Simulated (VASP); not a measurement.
Set up this calculation in VASP 6.6.1, as the native input.

```
Task                   : single point
Functional             : LDA
Potentials or basis    : VASP PAW LDA potentials, release 64 (Co_sv)
Cutoff                 : 600 eV
k mesh                 : 12 × 12 × 7
Occupations            : fermi-dirac, width 0.05 eV
Spin                   : collinear spin, ferromagnetic start
Starting moments       : [2.0, 2.0] μB
Dipole correction      : no
Further INCAR settings : ALGO = Normal; EDIFF = 1e-06; NBANDS = 28
```

The structure of Co lies in POSCAR:

```
Co
1.0
    2.5200971126      0.0000000000      0.0000000000
   -1.2600485563      2.1824681195      0.0000000000
    0.0000000000      0.0000000000      4.1167599708
Co
2
Direct
    0.3333333333      0.6666666667      0.7401390000
    0.6666666667      0.3333333333      0.2598610000
```

These files were run (other wordings do the same):

INCAR

```
SYSTEM = Co
ALGO     = Normal         ! electronic algorithm
EDIFF    = 1E-6           ! SCF threshold, eV
ENCUT    = 600            ! plane-wave cutoff, eV
GGA      = CA             ! functional
GGA_COMPAT= .False.      
ISIF     = 2              ! what is computed and relaxed
ISMEAR   = -1             ! smearing method
ISPIN    = 2              ! spin polarisation
LASPH    = .True.         ! aspherical terms in the spheres
LCHARG   = .True.         ! write CHGCAR
LELF     = .True.         ! ELF
LMAXMIX  = 4              ! l up to which the mixer works
LORBIT   = 11             ! projections on sites
LREAL    = .False.        ! projectors in reciprocal space
LVHAR    = .True.       
LWAVE    = .False.        ! write WAVECAR
MAGMOM   = 2 2            ! initial moments
NBANDS   = 28             ! bands
NELM     = 200            ! most SCF steps
PREC     = Accurate       ! precision mode
SIGMA    = 0.05           ! smearing width, eV
```

KPOINTS

```
k-points
0
Gamma
  12 12 7
  0 0 0
```

Potentials or basis: VASP PAW LDA potentials, release 64 (Co_sv).

Command:

```bash
$ cat potpaw_LDA.64/Co_sv/POTCAR > POTCAR
$ mpirun -np 1 vasp_std > vasp.out
```

It gave:

The pressure is -27.4 GPa, the largest force is 0.295 eV/Å and the net moment is 3.20 μB per cell. The site moments are Co +1.64 μB. The valence electrons inside the program's atomic spheres are Co 15.04.

Caveat: the cell stands under tension.

Wall time 90 s on 1 thread of AMD EPYC 9R45 96-Core Processor (Zen 5) (shared host), peak memory 0.19 GiB.
